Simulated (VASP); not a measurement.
# Ga2O3 (C2/m) in VASP: single point with r2SCAN

Aim: the single point of Ga2O3 with r2SCAN.

Everything below comes from runs of VASP 6.6.1. Logs are shortened: lines on timing, memory, paths and dates and some standing lists are left out, and cuts for length are marked.

### Step 1. The cell of the first run

Symmetry: C2/m, No. 12, monoclinic system. The conventional cell has a = 12.214 Å, b = 3.037 Å, c = 5.798 Å, α = 90.00°, β = 103.83°, γ = 90.00°. Within 2.4 Å of Ga (site symmetry m) lie 4 O at 1.83 to 1.86 Å. Ga (site symmetry m) has 6 O at 1.94 to 2.07 Å within 2.6 Å. Within 2.4 Å of O (site symmetry m) lie 3 Ga at 1.83 to 1.94 Å. Within 2.5 Å of O (site symmetry m) lie 4 Ga at 1.86 to 2.07 Å. O (site symmetry m) has 3 Ga at 1.83 to 1.94 Å within 2.4 Å.

### Step 2. Single point, r2SCAN

POSCAR

```
Ga2O3
1.0
    6.1070000000     -1.5185500000      0.0000000000
    6.1070000000      1.5185500000      0.0000000000
   -1.3859890000      0.0000000000      5.6300090000
Ga O
4 6
Direct
    0.0905000000      0.0905000000      0.7946000000
    0.9095000000      0.9095000000      0.2054000000
    0.6586600000      0.6586600000      0.3140200000
    0.3413400000      0.3413400000      0.6859800000
    0.1645000000      0.1645000000      0.1098000000
    0.8355000000      0.8355000000      0.8902000000
    0.1733000000      0.1733000000      0.5632000000
    0.8267000000      0.8267000000      0.4368000000
    0.4959000000      0.4959000000      0.2566000000
    0.5041000000      0.5041000000      0.7434000000
```

INCAR.step1

```
ALGO = Normal
EDIFF = 1E-4
ENCUT = 520
GGA = PE
ISMEAR = 0
LASPH = True
LCHARG = False
LREAL = False
LWAVE = True
NBANDS = 55
NELM = 60
PREC = Accurate
SIGMA = 0.01
```

INCAR.step2

```
ALGO = Normal
EDIFF = 1E-6
ENCUT = 520
ISIF = 2
ISMEAR = 0
ISTART = 1
LASPH = True
LCHARG = True
LELF = True
LMIXTAU = True
LREAL = False
LVHAR = True
LWAVE = False
METAGGA = R2SCAN
NBANDS = 55
NELM = 60
PREC = Accurate
SIGMA = 0.01
```

KPOINTS

```
k-points
0
Gamma
  7 7 4
```

Potentials or basis: VASP PAW PBE potentials, release 64 (Ga_d, O).

Command:

```console
cat potpaw_PBE.64/Ga_d/POTCAR potpaw_PBE.64/O/POTCAR > POTCAR
cp INCAR.step1 INCAR
mpirun -np 1 vasp_std > vasp.out
cp INCAR.step2 INCAR
mpirun -np 1 vasp_std > vasp.out
```

OUTCAR:

```text
EDIFF = 1E-6
   ENCUT = 520
   ISIF = 2
   ISMEAR = 0
   ISTART = 1
   LASPH = True
   LREAL = False
   METAGGA = R2SCAN
   NELM = 60
   PREC = Accurate

 ion  position               nearest neighbor table
   1  0.090  0.090  0.795-  10 1.83  10 1.83   5 1.83   7 1.86
   2  0.910  0.910  0.205-   9 1.83   9 1.83   6 1.83   8 1.86
   3  0.659  0.659  0.314-   9 1.94   5 1.94   5 1.94   8 2.01   7 2.07   7 2.07
   4  0.341  0.341  0.686-  10 1.94   6 1.94   6 1.94   7 2.01   8 2.07   8 2.07
   5  0.164  0.164  0.110-   1 1.83   3 1.94   3 1.94
   6  0.836  0.836  0.890-   2 1.83   4 1.94   4 1.94
   7  0.173  0.173  0.563-   1 1.86   4 2.01   3 2.07   3 2.07
   8  0.827  0.827  0.437-   2 1.86   3 2.01   4 2.07   4 2.07
   9  0.496  0.496  0.257-   2 1.83   2 1.83   3 1.94
  10  0.504  0.504  0.743-   1 1.83   1 1.83   4 1.94

  LATTYP: Found a base centered monoclinic cell.
 ALAT       =    12.2140000000
 B/A-ratio  =     0.2486572785
 C/A-ratio  =     0.4747093728
 COS(beta)  =    -0.2390419160

  Lattice vectors:

 A1 = (   6.1070000000,  -1.5185500000,   0.0000000000)
 A2 = (   6.1070000000,   1.5185500000,   0.0000000000)
 A3 = (  -1.3859890000,   0.0000000000,   5.6300090000)

Analysis of symmetry for initial positions (statically):
=====================================================================
 Subroutine PRICEL returns:
 Original cell was already a primitive cell.

 Routine SETGRP: Setting up the symmetry group for a
 base centered monoclinic supercell.

 Subroutine GETGRP returns: Found  4 space group operations
 (whereof  4 operations were pure point group operations)
 out of a pool of  4 trial point group operations.

The static configuration has the point symmetry C_2h.

Analysis of symmetry for dynamics (positions and initial velocities):
=====================================================================
 Subroutine PRICEL returns:
 Original cell was already a primitive cell.

 Routine SETGRP: Setting up the symmetry group for a
 base centered monoclinic supercell.

 Subroutine GETGRP returns: Found  4 space group operations
 (whereof  4 operations were pure point group operations)
 out of a pool of  4 trial point group operations.

The dynamic configuration has the point symmetry C_2h.

 Subroutine INISYM returns: Found  4 space group operations
 (whereof  4 operations are pure point group operations),
 and found     1 'primitive' translations

----------------------------------------------------------------------------------------

                                     Primitive cell

  volume of cell :     104.4230

  direct lattice vectors                    reciprocal lattice vectors
     6.107000000 -1.518550000  0.000000000     0.081873260 -0.329261467  0.020155463
     6.107000000  1.518550000  0.000000000     0.081873260  0.329261467  0.020155463
    -1.385989000  0.000000000  5.630009000     0.000000000  0.000000000  0.177619609

  length of vectors
     6.292967750  6.292967750  5.798100279     0.339886138  0.339886138  0.177619609

  position of ions in fractional coordinates (direct lattice)
     0.090500000  0.090500000  0.794600000
     0.909500000  0.909500000  0.205400000
     0.658660000  0.658660000  0.314020000
     0.341340000  0.341340000  0.685980000
     0.164500000  0.164500000  0.109800000
     0.835500000  0.835500000  0.890200000
     0.173300000  0.173300000  0.563200000
     0.826700000  0.826700000  0.436800000
     0.495900000  0.495900000  0.256600000
     0.504100000  0.504100000  0.743400000

  ion indices of the primitive-cell ions
   primitive index   ion index
                 1           1
                 2           2
                 3           3
                 4           4
                 5           5
                 6           6
                 7           7
                 8           8
                 9           9
                10          10

----------------------------------------------------------------------------------------

 KPOINTS: k-points

Automatic generation of k-mesh.
 Grid dimensions read from file:
 generate k-points for:    7    7    4

 Generating k-lattice:

  Cartesian coordinates                     Fractional coordinates (reciprocal lattice)
     0.011696180 -0.047037352  0.002879352     0.142857143  0.000000000  0.000000000
     0.011696180  0.047037352  0.002879352     0.000000000  0.142857143  0.000000000
     0.000000000  0.000000000  0.044404902     0.000000000  0.000000000  0.250000000

  Length of vectors
     0.048555163  0.048555163  0.044404902

  Shift w.r.t. Gamma in fractional coordinates (k-lattice)
     0.000000000  0.000000000  0.000000000

 Subroutine IBZKPT returns following result:
 ===========================================

 Found     60 irreducible k-points:

 Following reciprocal coordinates:
            Coordinates               Weight
  0.000000  0.000000  0.000000      1.000000
  0.142857  0.000000 -0.000000      4.000000
  0.285714  0.000000 -0.000000      4.000000
  0.428571  0.000000  0.000000      4.000000
  0.142857  0.142857 -0.000000      2.000000
  0.285714  0.142857 -0.000000      4.000000
[... 16 lines left out ...]
 -0.142857 -0.000000  0.250000      4.000000
  0.142857  0.142857  0.250000      2.000000
 [... further k-points ...]
   k-points           NKPTS =     60   k-points in BZ     NKDIM =     60   number of bands    NBANDS=     55
   number of dos      NEDOS =    301   number of ions     NIONS =     10
   total plane-waves  NPLWV = 110592
   dimension x,y,z NGX =    48 NGY =   48 NGZ =   48
   dimension x,y,z NGXF=    96 NGYF=   96 NGZF=   96
   ions per type =               4   6
   NGX,Y,Z   is equivalent  to a cutoff of  12.68, 12.68, 13.76 a.u.
   NGXF,Y,Z  is equivalent  to a cutoff of  25.36, 25.36, 27.53 a.u.
 SYSTEM =  unknown system
   PREC   = accura    normal or accurate (medium, high low for compatibility)
   ISTART =      1    job   : 0-new  1-cont  2-samecut
   ICHARG =      0    charge: 1-file 2-atom 10-const
   ISPIN  =      1    spin polarized calculation?
   LNONCOLLINEAR =      F non collinear calculations
   LSORBIT =      F    spin-orbit coupling
   LASPH  =      T    aspherical Exc in radial PAW
   ENCUT  =  520.0 eV  38.22 Ry    6.18 a.u.  11.70 11.70 10.78*2*pi/ulx,y,z
   NELM   =     60;   NELMIN=  2; NELMDL=  0     # of ELM steps
   EDIFF  = 0.1E-05   stopping-criterion for ELM
   LREAL  =      F    real-space projection
   EDIFFG = 0.1E-04   stopping-criterion for IOM
   NSW    =      0    number of steps for IOM
   IBRION =     -1    ionic relax: 0-MD 1-quasi-New 2-CG
   NFREE  =      0    steps in history (QN), initial steepest desc. (CG)
   ISIF   =      2    stress and relaxation
   ISYM   =      2    0-nonsym 1-usesym 2-fastsym
   POTIM  = 0.5000    time-step for ionic-motion
   TEBEG  =    0.0;   TEEND  =   0.0 temperature during run
   PSTRESS=    0.0 pullay stress
   NELECT =      88.0000    total number of electrons
   NUPDOWN=      -1.0000    fix difference up-down
   EMIN   =  10.00;   EMAX   =-10.00  energy-range for DOS
   EFERMI =   0.00;   METHOD = LEGACY
   ISMEAR =     0;   SIGMA  =   0.01  broadening in eV -4-tet -1-fermi 0-gaus
   EFERMI_NEDOS =   21; number of points for ismear=-14 and -15
   IALGO  =     38    algorithm
   IMIX   =      4    mixing-type and parameters
     AMIX     =   0.40;   BMIX     =  1.00
     AMIX_MAG =   1.60;   BMIX_MAG =  1.00
  volume/ion in A,a.u.               =      10.44        70.47
  Fermi-wavevector in a.u.,A,eV,Ry     =   1.546335  2.922150 32.533612  2.391153
  Thomas-Fermi vector in A             =   2.651586
   LORBIT       =      0    0 simple, 1 ext, 2 COOP (PROOUT), +10 PAW based schemes
   METAGGA = R2SCAN    functional components
   LHFCALC =     F    Hartree Fock is set to
   AEXX    =    0.0000 exact exchange contribution
   IVDW    =     0    specifies the selected vdW correction
   LEPSILON=     F    determine dielectric tensor
   LRPA    =     F    only Hartree local field effects (RPA)
 non-spin polarized calculation
 Gauss-broadening in eV      SIGMA  =   0.01
  energy-cutoff  :      520.00
  volume of cell :      104.42
 maximum number of plane-waves:      2838
   NGX = 23   NGY = 23   NGZ = 21

 number of electron      88.0000020 magnetization

 Free energy of the ion-electron system (eV)
  ---------------------------------------------------
  ext. energy  EPLUGINS =         0.00000000
  ---------------------------------------------------
  free energy    TOTEN  =      -102.43030484 eV

  energy without entropy =     -102.43030484  energy(sigma->0) =     -102.43030484

 E-fermi :   3.5353     XC(G=0): -12.5499

 val. band max:        3.4481511745   @ k =  -0.4286   0.4286   0.5000
 cond. band min:       6.5247862334   @ k =   0.0000   0.0000   0.0000
 fundamental gap:      3.0766350589
 Fermi energy:         3.5353454105

 k-point     1 :       0.0000    0.0000    0.0000
  band No.  band energies     occupation
      1     -16.4057      2.00000
      2     -15.2639      2.00000
      3     -15.2335      2.00000
      4     -15.0863      2.00000
      5     -14.6419      2.00000
      6     -14.6198      2.00000
[... 47 lines left out ...]
     54      16.8211      0.00000
     55      17.1066      0.00000

 k-point     2 :       0.1429    0.0000   -0.0000
  band No.  band energies     occupation
      1     -16.2517      2.00000
      2     -15.2331      2.00000
      3     -15.2025      2.00000
      4     -14.9948      2.00000
      5     -14.6408      2.00000
      6     -14.6169      2.00000
[... 47 lines left out ...]
     54      15.7183      0.00000
     55      15.8406      0.00000
[... 1216 lines left out ...]
     54      15.9211      0.00000
     55      16.1801      0.00000

 k-point    24 :       0.1429    0.1429    0.2500
  band No.  band energies     occupation
      1     -16.2342      2.00000
      2     -15.5511      2.00000
      3     -15.3237      2.00000
      4     -14.9090      2.00000
      5     -14.7028      2.00000
      6     -14.5699      2.00000
[... 47 lines left out ...]
     54      16.5723      0.00000
     55      17.0993      0.00000

 [... further k-points ...]

------------------------ aborting loop because EDIFF is reached ----------------------------------------

  FORCE on cell =-STRESS in cart. coord.  units (eV):
  Direction    XX          YY          ZZ          XY          YZ          ZX
  --------------------------------------------------------------------------------------
  -------------------------------------------------------------------------------------
  Total        1.9838039      2.2258348      1.8453386      0.0000000      0.0000000     -0.0140516
  in kB       30.4377981     34.1513126     28.3133030      0.0000000      0.0000000     -0.2155960
  external PRESSURE =      30.9674712 kB  Pullay stress =       0.0000000 kB

 VOLUME and BASIS-vectors are now :
 -----------------------------------------------------------------------------
  energy-cutoff  :      520.00
  volume of cell :      104.42
      direct lattice vectors                 reciprocal lattice vectors
     6.107000000 -1.518550000  0.000000000     0.081873260 -0.329261467  0.020155463
     6.107000000  1.518550000  0.000000000     0.081873260  0.329261467  0.020155463
    -1.385989000  0.000000000  5.630009000     0.000000000  0.000000000  0.177619609

 POSITION                                       TOTAL-FORCE (eV/Angst)
 -----------------------------------------------------------------------------------
      0.00406      0.00000      4.47361         0.116951      0.000000      0.048183
     10.82395      0.00000      1.15640        -0.116951      0.000000     -0.048183
      7.60964      0.00000      1.76794         0.003167      0.000000      0.121067
      3.21837      0.00000      3.86207        -0.003167      0.000000     -0.121067
      1.85702      0.00000      0.61817         0.056010      0.000000     -0.080041
      8.97099      0.00000      5.01183        -0.056010      0.000000      0.080041
      1.33610      0.00000      3.17082         0.003978      0.000000     -0.053327
      9.49191      0.00000      2.45919        -0.003978      0.000000      0.053327
      5.70128      0.00000      1.44466         0.178730      0.000000      0.017743
      5.12673      0.00000      4.18535        -0.178730      0.000000     -0.017743
 -----------------------------------------------------------------------------------
    total drift:                                0.000000      0.000000      0.000000

  FREE ENERGIE OF THE ION-ELECTRON SYSTEM (eV)
  ---------------------------------------------------
  free  energy   TOTEN  =      -102.4303048450 eV

  energy  without entropy=     -102.4303048450  energy(sigma->0) =     -102.43030484
```

Wall time 73 min (1 thread of Intel Xeon 8259CL, shared host); peak memory 0.52 GiB.

What came out:

```yaml
Free_energy: -102.4303 eV
Pressure: 3.1 GPa
Largest_force: 0.180 eV/Å
Band_gap_on_the_k_mesh: 3.08 eV (least direct gap 3.10 eV)
```

Forces in eV/Å, atoms in the order of the input:
```
Ga   0.117  0.000  0.048
Ga  -0.117  0.000 -0.048
Ga   0.003  0.000  0.121
Ga  -0.003  0.000 -0.121
O    0.056  0.000 -0.080
O   -0.056  0.000  0.080
O    0.004  0.000 -0.053
O   -0.004  0.000  0.053
O    0.179  0.000  0.018
O   -0.179  0.000 -0.018
```

Stress tensor (GPa, compression positive):
```
 3.04  0.00 -0.02
 0.00  3.42  0.00
-0.02  0.00  2.83
```

Caveat: the cell stands under pressure; the PAW data sets were made with another functional, which shifts forces and pressure a little; an odd mesh through Γ misses points on the zone boundary, where band edges can lie.
